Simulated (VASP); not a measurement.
# CoSi (R3) in VASP: single point with PBEsol

Aim: the single point of CoSi with PBEsol.

Program: VASP 6.6.1. These are calculated values, not measurements. Logs are shortened: lines on timing, memory, paths and dates and some standing lists are left out, and cuts for length are marked.

## (1) The cell of the first run

It takes space group R3 (No. 146, trigonal). The conventional cell has a = 6.202 Å, b = 6.202 Å, c = 7.596 Å, α = 90.00°, β = 90.00°, γ = 120.00°. Within 3.1 Å of Co (site symmetry 3) lie 7 Si at 2.32 to 2.37 Å and 6 Co at 2.66 to 2.76 Å. Co (site symmetry 1) has 7 Si at 2.29 to 2.42 Å and 6 Co at 2.66 to 2.76 Å within 3.0 Å. Within 3.1 Å of Si (site symmetry 3) lie 7 Co at 2.33 to 2.42 Å and 6 Si at 2.69 to 2.72 Å. Si (site symmetry 1) has 7 Co at 2.29 to 2.42 Å and 6 Si at 2.69 to 2.73 Å within 3.0 Å.

## (2) Single point, PBEsol (atoms displaced along a vibrational mode)

Contents of INCAR:

```
SYSTEM = CoSi
PREC     = Accurate       ! precision mode
ENCUT    = 520            ! plane-wave cutoff, eV
EDIFF    = 1E-6           ! SCF threshold, eV
ISMEAR   = 0              ! smearing method
SIGMA    = 0.15           ! smearing width, eV
LREAL    = .FALSE.        ! projectors in reciprocal space
LASPH    = .TRUE.         ! aspherical terms in the spheres
NELM     = 60             ! most SCF steps
ALGO     = Fast           ! electronic algorithm
ISIF     = 2              ! what is computed and relaxed
LWAVE    = .FALSE.        ! write WAVECAR
LCHARG   = .TRUE.         ! write CHGCAR
GGA      = PS             ! functional
LELF     = .TRUE.         ! ELF
LVHAR    = .TRUE.       
NBANDS   = 36             ! bands
```

Contents of KPOINTS:

```
Automatic mesh
0
G
  10 10 10
  0 0 0
```

Contents of POSCAR:

```
CoSi
1.0
    4.3858255181      0.0000000000      0.0000000000
    0.0000000000      4.3858255181      0.0000000000
    0.0000000000      0.0000000000      4.3858255181
Co Si
4 4
Direct
    0.1522266787      0.1522266787      0.1522266787
    0.3567858157      0.8522710440      0.6394088866
    0.6394088866      0.3567858157      0.8522710440
    0.8522710440      0.6394088866      0.3567858157
    0.8455050448      0.8455050448      0.8455050448
    0.6579569974      0.1546588148      0.3404261675
    0.3404261675      0.6579569974      0.1546588148
    0.1546588148      0.3404261675      0.6579569974
```

Potentials or basis: VASP PAW PBE potentials, release 64 (Co, Si).

Launch:

```bash
cat potpaw_PBE.64/Co/POTCAR potpaw_PBE.64/Si/POTCAR > POTCAR
mpirun -np 1 vasp_std > vasp.out
```

OUTCAR:

```text
SYSTEM = CoSi
   PREC = Accurate
   ENCUT = 520
   EDIFF = 1E-6
   ISMEAR = 0
   LREAL = .FALSE.
   LASPH = .TRUE.
   NELM = 60
   ISIF = 2
   GGA = PS

 ion  position               nearest neighbor table
   1  0.152  0.152  0.152-   6 2.32   7 2.32   8 2.32   5 2.33   7 2.37   8 2.37   6 2.37   3 2.66
                             4 2.66   2 2.66   2 2.76   4 2.76   3 2.76
   2  0.357  0.852  0.639-   6 2.29   7 2.29   8 2.32   5 2.33   8 2.41   7 2.42   5 2.42   1 2.66
                             3 2.67   4 2.67   4 2.70   3 2.70   1 2.76
   3  0.639  0.357  0.852-   7 2.29   8 2.29   6 2.32   5 2.33   6 2.41   8 2.42   5 2.42   1 2.66
                             2 2.67   4 2.67   2 2.70   4 2.70   1 2.76
   4  0.852  0.639  0.357-   8 2.29   6 2.29   7 2.32   5 2.33   7 2.41   6 2.42   5 2.42   1 2.66
                             2 2.67   3 2.67   2 2.70   3 2.70   1 2.76
   5  0.846  0.846  0.846-   2 2.33   3 2.33   4 2.33   1 2.33   2 2.42   3 2.42   4 2.42   6 2.69
                             7 2.69   8 2.69   6 2.72   8 2.72   7 2.72
   6  0.658  0.155  0.340-   2 2.29   4 2.29   3 2.32   1 2.32   1 2.37   3 2.41   4 2.42   5 2.69
                             7 2.71   8 2.71   5 2.72   7 2.73   8 2.73
   7  0.340  0.658  0.155-   3 2.29   2 2.29   4 2.32   1 2.32   1 2.37   4 2.41   2 2.42   5 2.69
                             6 2.71   8 2.71   5 2.72   8 2.73   6 2.73
   8  0.155  0.340  0.658-   4 2.29   3 2.29   2 2.32   1 2.32   1 2.37   2 2.41   3 2.42   5 2.69
                             6 2.71   7 2.71   5 2.72   7 2.73   6 2.73

  LATTYP: Found a simple cubic cell.
 ALAT       =     4.3858255181

  Lattice vectors:

 A1 = (   4.3858255181,   0.0000000000,   0.0000000000)
 A2 = (   0.0000000000,   4.3858255181,   0.0000000000)
 A3 = (   0.0000000000,   0.0000000000,   4.3858255181)

Analysis of symmetry for initial positions (statically):
=====================================================================
 Subroutine PRICEL returns:
 Original cell was already a primitive cell.

 Routine SETGRP: Setting up the symmetry group for a
 simple cubic supercell.

 Subroutine GETGRP returns: Found  3 space group operations
 (whereof  3 operations were pure point group operations)
 out of a pool of 48 trial point group operations.

The static configuration has the point symmetry C_3 .

Analysis of symmetry for dynamics (positions and initial velocities):
=====================================================================
 Subroutine PRICEL returns:
 Original cell was already a primitive cell.

 Routine SETGRP: Setting up the symmetry group for a
 simple cubic supercell.

 Subroutine GETGRP returns: Found  3 space group operations
 (whereof  3 operations were pure point group operations)
 out of a pool of 48 trial point group operations.

The dynamic configuration has the point symmetry C_3 .

 Subroutine INISYM returns: Found  3 space group operations
 (whereof  3 operations are pure point group operations),
 and found     1 'primitive' translations

----------------------------------------------------------------------------------------

                                     Primitive cell

  volume of cell :      84.3634

  direct lattice vectors                    reciprocal lattice vectors
     4.385825518  0.000000000  0.000000000     0.228007246  0.000000000  0.000000000
     0.000000000  4.385825518  0.000000000     0.000000000  0.228007246  0.000000000
     0.000000000  0.000000000  4.385825518     0.000000000  0.000000000  0.228007246

  length of vectors
     4.385825518  4.385825518  4.385825518     0.228007246  0.228007246  0.228007246

  position of ions in fractional coordinates (direct lattice)
     0.152226679  0.152226679  0.152226679
     0.356785816  0.852271044  0.639408887
     0.639408887  0.356785816  0.852271044
     0.852271044  0.639408887  0.356785816
     0.845505045  0.845505045  0.845505045
     0.657956997  0.154658815  0.340426167
     0.340426167  0.657956997  0.154658815
     0.154658815  0.340426167  0.657956997

  ion indices of the primitive-cell ions
   primitive index   ion index
                 1           1
                 2           2
                 3           3
                 4           4
                 5           5
                 6           6
                 7           7
                 8           8

----------------------------------------------------------------------------------------

 KPOINTS: Automatic mesh

Automatic generation of k-mesh.
 Grid dimensions read from file:
 generate k-points for:   10   10   10

 Generating k-lattice:

  Cartesian coordinates                     Fractional coordinates (reciprocal lattice)
     0.022800725  0.000000000  0.000000000     0.100000000  0.000000000  0.000000000
     0.000000000  0.022800725  0.000000000     0.000000000  0.100000000  0.000000000
     0.000000000  0.000000000  0.022800725     0.000000000  0.000000000  0.100000000

  Length of vectors
     0.022800725  0.022800725  0.022800725

  Shift w.r.t. Gamma in fractional coordinates (k-lattice)
     0.000000000  0.000000000  0.000000000

 Subroutine IBZKPT returns following result:
 ===========================================

 Found    172 irreducible k-points:

 Following reciprocal coordinates:
            Coordinates               Weight
  0.000000  0.000000  0.000000      1.000000
  0.100000  0.000000  0.000000      6.000000
  0.200000  0.000000  0.000000      6.000000
  0.300000  0.000000  0.000000      6.000000
  0.400000  0.000000  0.000000      6.000000
  0.500000  0.000000  0.000000      3.000000
[... 16 lines left out ...]
  0.200000  0.200000  0.000000      6.000000
 -0.200000  0.200000  0.000000      6.000000
 [... further k-points ...]
   k-points           NKPTS =    172   k-points in BZ     NKDIM =    172   number of bands    NBANDS=     36
   number of dos      NEDOS =    301   number of ions     NIONS =      8
   total plane-waves  NPLWV =  46656
   dimension x,y,z NGX =    36 NGY =   36 NGZ =   36
   dimension x,y,z NGXF=    72 NGYF=   72 NGZF=   72
   ions per type =               4   4
   NGX,Y,Z   is equivalent  to a cutoff of  13.65, 13.65, 13.65 a.u.
   NGXF,Y,Z  is equivalent  to a cutoff of  27.29, 27.29, 27.29 a.u.
 SYSTEM =  CoSi
   PREC   = accura    normal or accurate (medium, high low for compatibility)
   ISTART =      0    job   : 0-new  1-cont  2-samecut
   ICHARG =      2    charge: 1-file 2-atom 10-const
   ISPIN  =      1    spin polarized calculation?
   LNONCOLLINEAR =      F non collinear calculations
   LSORBIT =      F    spin-orbit coupling
   LASPH  =      T    aspherical Exc in radial PAW
   ENCUT  =  520.0 eV  38.22 Ry    6.18 a.u.   8.15  8.15  8.15*2*pi/ulx,y,z
   NELM   =     60;   NELMIN=  2; NELMDL= -5     # of ELM steps
   EDIFF  = 0.1E-05   stopping-criterion for ELM
   LREAL  =      F    real-space projection
   EDIFFG = 0.1E-04   stopping-criterion for IOM
   NSW    =      0    number of steps for IOM
   IBRION =     -1    ionic relax: 0-MD 1-quasi-New 2-CG
   NFREE  =      0    steps in history (QN), initial steepest desc. (CG)
   ISIF   =      2    stress and relaxation
   ISYM   =      2    0-nonsym 1-usesym 2-fastsym
   POTIM  = 0.5000    time-step for ionic-motion
   TEBEG  =    0.0;   TEEND  =   0.0 temperature during run
   PSTRESS=    0.0 pullay stress
   NELECT =      52.0000    total number of electrons
   NUPDOWN=      -1.0000    fix difference up-down
   EMIN   =  10.00;   EMAX   =-10.00  energy-range for DOS
   EFERMI =   0.00;   METHOD = LEGACY
   ISMEAR =     0;   SIGMA  =   0.15  broadening in eV -4-tet -1-fermi 0-gaus
   EFERMI_NEDOS =   21; number of points for ismear=-14 and -15
   IALGO  =     68    algorithm
   IMIX   =      4    mixing-type and parameters
     AMIX     =   0.40;   BMIX     =  1.00
     AMIX_MAG =   1.60;   BMIX_MAG =  1.00
  volume/ion in A,a.u.               =      10.55        71.16
  Fermi-wavevector in a.u.,A,eV,Ry     =   1.393236  2.632834 26.410347  1.941106
  Thomas-Fermi vector in A             =   2.516901
   LORBIT       =      0    0 simple, 1 ext, 2 COOP (PROOUT), +10 PAW based schemes
   GGA     = PS    functional components
   LHFCALC =     F    Hartree Fock is set to
   AEXX    =    0.0000 exact exchange contribution
   IVDW    =     0    specifies the selected vdW correction
   LEPSILON=     F    determine dielectric tensor
   LRPA    =     F    only Hartree local field effects (RPA)
 non-spin polarized calculation
 RMM-DIIS sequential band-by-band and
 Gauss-broadening in eV      SIGMA  =   0.15
  energy-cutoff  :      520.00
  volume of cell :       84.36
 maximum number of plane-waves:      2301
 NGX is ok and might be reduce to    36
   NGX = 17   NGY = 17   NGZ = 17

 number of electron      52.0000007 magnetization

 Free energy of the ion-electron system (eV)
  ---------------------------------------------------
  ext. energy  EPLUGINS =         0.00000000
  ---------------------------------------------------
  free energy    TOTEN  =       -59.79040854 eV

  energy without entropy =      -59.77412887  energy(sigma->0) =      -59.78226870

 E-fermi :  12.5083     XC(G=0): -13.1289

 val. band max:       12.5020611267   @ k =  -0.4000   0.5000   0.4000
 cond. band min:      12.5118403437   @ k =   0.1000   0.1000   0.1000
 fundamental gap:      0.0097792170
 Fermi energy:        12.5082897694

 k-point     1 :       0.0000    0.0000    0.0000
  band No.  band energies     occupation
      1      -1.4556      2.00000
      2       4.1342      2.00000
      3       4.1342      2.00000
      4       4.2041      2.00000
      5       6.8343      2.00000
      6       6.8343      2.00000
[... 28 lines left out ...]
     35      16.1879      0.00000
     36      17.4158      0.00000

 k-point     2 :       0.1000    0.0000    0.0000
  band No.  band energies     occupation
      1      -1.3792      2.00000
      2       3.5327      2.00000
      3       4.2049      2.00000
      4       4.6330      2.00000
      5       6.4607      2.00000
      6       6.8812      2.00000
[... 850 lines left out ...]
 k-point    24 :      -0.2000    0.2000    0.0000
  band No.  band energies     occupation
      1      -0.8513      2.00000
      2       2.6769      2.00000
      3       3.5881      2.00000
      4       5.3713      2.00000
      5       6.2165      2.00000
      6       6.7343      2.00000
[... 28 lines left out ...]
     35      17.3853      0.00000
     36      17.5361      0.00000

 [... further k-points ...]

------------------------ aborting loop because EDIFF is reached ----------------------------------------

  FORCE on cell =-STRESS in cart. coord.  units (eV):
  Direction    XX          YY          ZZ          XY          YZ          ZX
  --------------------------------------------------------------------------------------
  -------------------------------------------------------------------------------------
  Total        0.1455579      0.1455579      0.1455579      0.1144317      0.1144317      0.1144317
  in kB        2.7643449      2.7643449      2.7643449      2.1732154      2.1732154      2.1732154
  external PRESSURE =       2.7643449 kB  Pullay stress =       0.0000000 kB

 VOLUME and BASIS-vectors are now :
 -----------------------------------------------------------------------------
  energy-cutoff  :      520.00
  volume of cell :       84.36
      direct lattice vectors                 reciprocal lattice vectors
     4.385825518  0.000000000  0.000000000     0.228007246  0.000000000  0.000000000
     0.000000000  4.385825518  0.000000000     0.000000000  0.228007246  0.000000000
     0.000000000  0.000000000  4.385825518     0.000000000  0.000000000  0.228007246

 POSITION                                       TOTAL-FORCE (eV/Angst)
 -----------------------------------------------------------------------------------
      0.66764      0.66764      0.66764        -0.398675     -0.398675     -0.398675
      1.56480      3.73791      2.80434        -0.150351      0.119461      0.386290
      2.80434      1.56480      3.73791         0.386290     -0.150351      0.119461
      3.73791      2.80434      1.56480         0.119461      0.386290     -0.150351
      3.70824      3.70824      3.70824        -0.073050     -0.073050     -0.073050
      2.88568      0.67831      1.49305        -0.021808      0.051788      0.086344
      1.49305      2.88568      0.67831         0.086344     -0.021808      0.051788
      0.67831      1.49305      2.88568         0.051788      0.086344     -0.021808
 -----------------------------------------------------------------------------------
    total drift:                               -0.000063     -0.000063     -0.000063

  FREE ENERGIE OF THE ION-ELECTRON SYSTEM (eV)
  ---------------------------------------------------
  free  energy   TOTEN  =       -59.7904085431 eV

  energy  without entropy=      -59.7741288665  energy(sigma->0) =      -59.78226870
```

Run time: 19 min. Hardware: 1 thread of Oxide Virtual Turin-like, shared host; peak memory 0.47 GiB.

What came out:

* Free energy: -59.7904 eV
* Pressure: 0.3 GPa
* Largest force: 0.691 eV/Å
* Band gap on the k mesh: zero (bands 26 and 27 overlap by 0.28 eV)

Forces on the atoms (eV/Å):
```
Co  -0.399 -0.399 -0.399
Co  -0.150  0.119  0.386
Co   0.386 -0.150  0.119
Co   0.119  0.386 -0.150
Si  -0.073 -0.073 -0.073
Si  -0.022  0.052  0.086
Si   0.086 -0.022  0.052
Si   0.052  0.086 -0.022
```

Caveat: the cell differs from its parent crystal (atoms displaced along a vibrational mode); the PAW data sets were made with another functional, which shifts forces and pressure a little. Spin polarisation is off, so any magnetic state and its effect on volume and gap are missing.
